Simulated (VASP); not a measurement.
# ReB (P4/mmm) in VASP: single point with PBE

Aim: the single point of ReB with PBE.

Program: VASP 6.6.1. These are calculated values, not measurements. Logs are shortened: lines on timing, memory, paths and dates and some standing lists are left out, and cuts for length are marked.

## Step 1: The cell of the first run

It takes space group P4/mmm (No. 123, tetragonal). Conventional cell: a = 2.535 Å, b = 2.535 Å, c = 4.302 Å, α = 90.00°, β = 90.00°, γ = 90.00°. Re (site symmetry 4/mmm) has 2 B at 2.15 Å and 4 Re at 2.53 Å within 2.8 Å. Within 2.8 Å of B (site symmetry 4/mmm) lie 2 Re at 2.15 Å and 4 B at 2.53 Å.

## Step 2: Single point, PBE

POSCAR

```
ReB
1.0
    2.5348849492      0.0000000000      0.0000000000
    0.0000000000      2.5348849492      0.0000000000
    0.0000000000      0.0000000000      4.3017244540
Re B
1 1
Direct
    0.0000000000      0.0000000000      0.5000000000
    0.0000000000      0.0000000000      0.0000000000
```

INCAR.step1

```
ALGO = Normal ; EDIFF = 1E-6
ENCUT = 520 ; GGA = PE
ISIF = 2 ; ISMEAR = 0
LASPH = True ; LCHARG = True
LMAXMIX = 4 ; LREAL = False
LWAVE = False ; NBANDS = 12
NELM = 100 ; PREC = Accurate
SIGMA = 0.1
```

KPOINTS.step1

```
k-points
0
Gamma
  22 22 14
```

INCAR.step2

```
ALGO = Normal ; EDIFF = 1E-6
ENCUT = 520 ; GGA = PE
ICHARG = 11 ; ISIF = 2
ISMEAR = -5 ; LASPH = True
LCHARG = False ; LMAXMIX = 4
LORBIT = 11 ; LREAL = False
LWAVE = False ; NBANDS = 12
NEDOS = 2001 ; NELM = 100
PREC = Accurate ; SIGMA = 0.1
```

KPOINTS.step2

```
k-points
0
Gamma
  33 33 21
```

Potentials or basis: VASP PAW PBE potentials, release 64 (Re, B).

Launch:

```sh
$ cat potpaw_PBE.64/Re/POTCAR potpaw_PBE.64/B/POTCAR > POTCAR
$ cp INCAR.step1 INCAR
$ cp KPOINTS.step1 KPOINTS
$ mpirun -np 1 vasp_std > vasp.out
$ cp INCAR.step2 INCAR
$ cp KPOINTS.step2 KPOINTS
$ mpirun -np 1 vasp_std > vasp.out
```

OUTCAR:

```text
EDIFF = 1E-6
   ENCUT = 520
   GGA = PE
   ICHARG = 11
   ISIF = 2
   ISMEAR = -5
   LASPH = True
   LORBIT = 11
   LREAL = False
   NELM = 100
   PREC = Accurate

 ion  position               nearest neighbor table
   1  0.000  0.000  0.500-   2 2.15   2 2.15
   2  0.000  0.000  0.000-   1 2.15   1 2.15

  LATTYP: Found a simple tetragonal cell.
 ALAT       =     2.5348849492
 C/A-ratio  =     1.6970097421

  Lattice vectors:

 A1 = (   2.5348849492,   0.0000000000,   0.0000000000)
 A2 = (   0.0000000000,   2.5348849492,   0.0000000000)
 A3 = (   0.0000000000,   0.0000000000,   4.3017244540)

Analysis of symmetry for initial positions (statically):
=====================================================================
 Subroutine PRICEL returns:
 Original cell was already a primitive cell.

 Routine SETGRP: Setting up the symmetry group for a
 simple tetragonal supercell.

 Subroutine GETGRP returns: Found 16 space group operations
 (whereof 16 operations were pure point group operations)
 out of a pool of 16 trial point group operations.

The static configuration has the point symmetry D_4h.

Analysis of symmetry for dynamics (positions and initial velocities):
=====================================================================
 Subroutine PRICEL returns:
 Original cell was already a primitive cell.

 Routine SETGRP: Setting up the symmetry group for a
 simple tetragonal supercell.

 Subroutine GETGRP returns: Found 16 space group operations
 (whereof 16 operations were pure point group operations)
 out of a pool of 16 trial point group operations.

The dynamic configuration has the point symmetry D_4h.

 Subroutine INISYM returns: Found 16 space group operations
 (whereof 16 operations are pure point group operations),
 and found     1 'primitive' translations

----------------------------------------------------------------------------------------

                                     Primitive cell

  volume of cell :      27.6413

  direct lattice vectors                    reciprocal lattice vectors
     2.534884949  0.000000000  0.000000000     0.394495222  0.000000000  0.000000000
     0.000000000  2.534884949  0.000000000     0.000000000  0.394495222  0.000000000
     0.000000000  0.000000000  4.301724454     0.000000000  0.000000000  0.232464913

  length of vectors
     2.534884949  2.534884949  4.301724454     0.394495222  0.394495222  0.232464913

  position of ions in fractional coordinates (direct lattice)
     0.000000000  0.000000000  0.500000000
     0.000000000  0.000000000  0.000000000

  ion indices of the primitive-cell ions
   primitive index   ion index
                 1           1
                 2           2

----------------------------------------------------------------------------------------

 KPOINTS: k-points

Automatic generation of k-mesh.
 Grid dimensions read from file:
 generate k-points for:   33   33   21

 Generating k-lattice:

  Cartesian coordinates                     Fractional coordinates (reciprocal lattice)
     0.011954401  0.000000000  0.000000000     0.030303030  0.000000000  0.000000000
     0.000000000  0.011954401  0.000000000     0.000000000  0.030303030  0.000000000
     0.000000000  0.000000000  0.011069758     0.000000000  0.000000000  0.047619048

  Length of vectors
     0.011954401  0.011954401  0.011069758

  Shift w.r.t. Gamma in fractional coordinates (k-lattice)
     0.000000000  0.000000000  0.000000000

 TETIRR: Found  34249 inequivalent tetrahedra from   137214

 Subroutine IBZKPT returns following result:
 ===========================================

 Found   1683 irreducible k-points:

 Following reciprocal coordinates:
            Coordinates               Weight
  0.000000  0.000000  0.000000      1.000000
  0.030303  0.000000  0.000000      4.000000
  0.060606  0.000000  0.000000      4.000000
  0.090909  0.000000  0.000000      4.000000
  0.121212  0.000000  0.000000      4.000000
  0.151515  0.000000  0.000000      4.000000
[... 16 lines left out ...]
  0.181818  0.030303  0.000000      8.000000
  0.212121  0.030303  0.000000      8.000000
 [... further k-points ...]
   k-points           NKPTS =   1683   k-points in BZ     NKDIM =   1683   number of bands    NBANDS=     12
   number of dos      NEDOS =   2001   number of ions     NIONS =      2
   total plane-waves  NPLWV =  12800
   dimension x,y,z NGX =    20 NGY =   20 NGZ =   32
   dimension x,y,z NGXF=    40 NGYF=   40 NGZF=   64
   ions per type =               1   1
   NGX,Y,Z   is equivalent  to a cutoff of  13.12, 13.12, 12.37 a.u.
   NGXF,Y,Z  is equivalent  to a cutoff of  26.23, 26.23, 24.73 a.u.
 SYSTEM =  unknown system
   PREC   = accura    normal or accurate (medium, high low for compatibility)
   ISTART =      0    job   : 0-new  1-cont  2-samecut
   ICHARG =     11    charge: 1-file 2-atom 10-const
   ISPIN  =      1    spin polarized calculation?
   LNONCOLLINEAR =      F non collinear calculations
   LSORBIT =      F    spin-orbit coupling
   LASPH  =      T    aspherical Exc in radial PAW
   ENCUT  =  520.0 eV  38.22 Ry    6.18 a.u.   4.71  4.71  8.00*2*pi/ulx,y,z
   NELM   =    100;   NELMIN=  2; NELMDL=  0     # of ELM steps
   EDIFF  = 0.1E-05   stopping-criterion for ELM
   LREAL  =      F    real-space projection
   EDIFFG = 0.1E-04   stopping-criterion for IOM
   NSW    =      0    number of steps for IOM
   IBRION =     -1    ionic relax: 0-MD 1-quasi-New 2-CG
   NFREE  =      0    steps in history (QN), initial steepest desc. (CG)
   ISIF   =      2    stress and relaxation
   ISYM   =      2    0-nonsym 1-usesym 2-fastsym
   POTIM  = 0.5000    time-step for ionic-motion
   TEBEG  =    0.0;   TEEND  =   0.0 temperature during run
   PSTRESS=    0.0 pullay stress
   NELECT =      10.0000    total number of electrons
   NUPDOWN=      -1.0000    fix difference up-down
   EMIN   =  10.00;   EMAX   =-10.00  energy-range for DOS
   EFERMI =   0.00;   METHOD = LEGACY
   ISMEAR =    -5;   SIGMA  =   0.10  broadening in eV -4-tet -1-fermi 0-gaus
   EFERMI_NEDOS =   21; number of points for ismear=-14 and -15
   IALGO  =     38    algorithm
   IMIX   =      4    mixing-type and parameters
     AMIX     =   0.40;   BMIX     =  1.00
     AMIX_MAG =   1.60;   BMIX_MAG =  1.00
  volume/ion in A,a.u.               =      13.82        93.27
  Fermi-wavevector in a.u.,A,eV,Ry     =   1.166510  2.204384 18.514068  1.360746
  Thomas-Fermi vector in A             =   2.303022
   LORBIT       =     11    0 simple, 1 ext, 2 COOP (PROOUT), +10 PAW based schemes
   GGA     = PE    functional components
   LHFCALC =     F    Hartree Fock is set to
   AEXX    =    0.0000 exact exchange contribution
   IVDW    =     0    specifies the selected vdW correction
   LEPSILON=     F    determine dielectric tensor
   LRPA    =     F    only Hartree local field effects (RPA)
 non-spin polarized calculation
 Fermi weights with tetrahedron method with Bloechl corrections
  energy-cutoff  :      520.00
  volume of cell :       27.64
 maximum number of plane-waves:       764
 NGX is ok and might be reduce to    20

 number of electron       9.9999998 magnetization

 Free energy of the ion-electron system (eV)
  ---------------------------------------------------
  ext. energy  EPLUGINS =         0.00000000
  ---------------------------------------------------
  free energy    TOTEN  =       -16.12092137 eV

  energy without entropy =      -16.12092137  energy(sigma->0) =      -16.12092137

 E-fermi :   5.3668     XC(G=0): -11.8399

 val. band max:        5.3980493951   @ k =   0.3939   0.3030   0.2857
 cond. band min:       5.3046455496   @ k =   0.4848   0.2727   0.3810
 fundamental gap:     -0.0934038454
 Fermi energy:         5.3667974923

 k-point     1 :       0.0000    0.0000    0.0000
  band No.  band energies     occupation
      1      -5.3878      2.00000
      2      -0.9734      2.00000
      3       0.2014      2.00000
      4       3.1923      2.00000
      5       7.0414      0.00000
      6       7.0414      0.00000
      7       9.3077      0.00000
      8       9.8573      0.00000
      9      11.5314      0.00000
     10      11.5314      0.00000
     11      16.7519      0.00000
     12      21.5750      0.00000

 k-point     2 :       0.0303    0.0000    0.0000
  band No.  band energies     occupation
      1      -5.3670      2.00000
      2      -0.9412      2.00000
      3       0.2301      2.00000
      4       3.1856      2.00000
      5       7.0048      0.00000
      6       7.0468      0.00000
      7       9.2598      0.00000
      8       9.8264      0.00000
      9      11.4728      0.00000
     10      11.5455      0.00000
     11      16.7980      0.00000
     12      21.6587      0.00000

 k-point     3 :       0.0606    0.0000    0.0000
  band No.  band energies     occupation
      1      -5.3053      2.00000
      2      -0.8493      2.00000
      3       0.3199      2.00000
      4       3.1644      2.00000
      5       6.9012      0.00000
      6       7.0626      0.00000
      7       9.1211      0.00000
      8       9.7209      0.00000
      9      11.3233      0.00000
     10      11.5861      0.00000
     11      16.9309      0.00000
     12      21.8894      0.00000
[... 286 lines left out ...]
 k-point    23 :       0.1818    0.0303    0.0000
  band No.  band energies     occupation
      1      -4.6637      2.00000
      2      -0.1698      2.00000
      3       1.5038      2.00000
      4       2.8467      2.00000
      5       6.2140      0.00000
      6       7.1983      0.00000
      7       7.9120      0.00000
      8       8.1944      0.00000
      9      10.8591      0.00000
     10      11.9446      0.00000
     11      18.0407      0.00000
     12      21.0100      0.00000

 k-point    24 :       0.2121    0.0303    0.0000
  band No.  band energies     occupation
      1      -4.4267      2.00000
      2      -0.0108      2.00000
      3       1.9826      2.00000
      4       2.6901      2.00000
      5       6.0899      0.00000
      6       7.2548      0.00000
      7       7.5609      0.00000
      8       7.6662      0.00000
      9      10.8833      0.00000
     10      12.0597      0.00000
     11      18.3514      0.00000
     12      20.4155      0.00000

 [... further k-points ...]

------------------------ aborting loop because EDIFF is reached ----------------------------------------

  FORCE on cell =-STRESS in cart. coord.  units (eV):
  Direction    XX          YY          ZZ          XY          YZ          ZX
  --------------------------------------------------------------------------------------
  -------------------------------------------------------------------------------------
  Total       -0.1914439     -0.1914439      0.0083888      0.0000000     -0.0000000      0.0000000
  in kB      -11.0966774    -11.0966774      0.4862420      0.0000000     -0.0000000      0.0000000
  external PRESSURE =      -7.2357043 kB  Pullay stress =       0.0000000 kB

 VOLUME and BASIS-vectors are now :
 -----------------------------------------------------------------------------
  energy-cutoff  :      520.00
  volume of cell :       27.64
      direct lattice vectors                 reciprocal lattice vectors
     2.534884949  0.000000000  0.000000000     0.394495222  0.000000000  0.000000000
     0.000000000  2.534884949  0.000000000     0.000000000  0.394495222  0.000000000
     0.000000000  0.000000000  4.301724454     0.000000000  0.000000000  0.232464913

 POSITION                                       TOTAL-FORCE (eV/Angst)
 -----------------------------------------------------------------------------------
      0.00000      0.00000      2.15086         0.000000      0.000000      0.000000
      0.00000      0.00000      0.00000         0.000000      0.000000      0.000000
 -----------------------------------------------------------------------------------
    total drift:                               -0.000000     -0.000000      0.000000

  FREE ENERGIE OF THE ION-ELECTRON SYSTEM (eV)
  ---------------------------------------------------
  free  energy   TOTEN  =       -16.1209213665 eV

  energy  without entropy=      -16.1209213665  energy(sigma->0) =      -16.12092137

 total charge

# of ion       s       p       d       tot
------------------------------------------
    1        0.673   0.605   4.940   6.217
    2        0.787   0.814   0.000   1.600
--------------------------------------------------
tot          1.460   1.419   4.940   7.818
```

Wall time 2.6 min (1 thread of Intel Xeon 6975P-C (Granite Rapids), shared host); peak memory 0.74 GiB.

What came out:

- Valence electrons inside the program's atomic spheres: Re 6.22; B 1.60

Levels at points of the mesh, in eV from the Fermi level:
```
           k point  band 1  band 2  band 3  band 4  band 5  band 6  band 7  band 8  band 9  band 10
(0.00, 0.00, 0.00)  -10.75   -6.34   -5.17   -2.17    1.67    1.67    3.94    4.49    6.16     6.16
```

Caveat: spin-orbit coupling is left out, which moves the levels of the heavy elements.
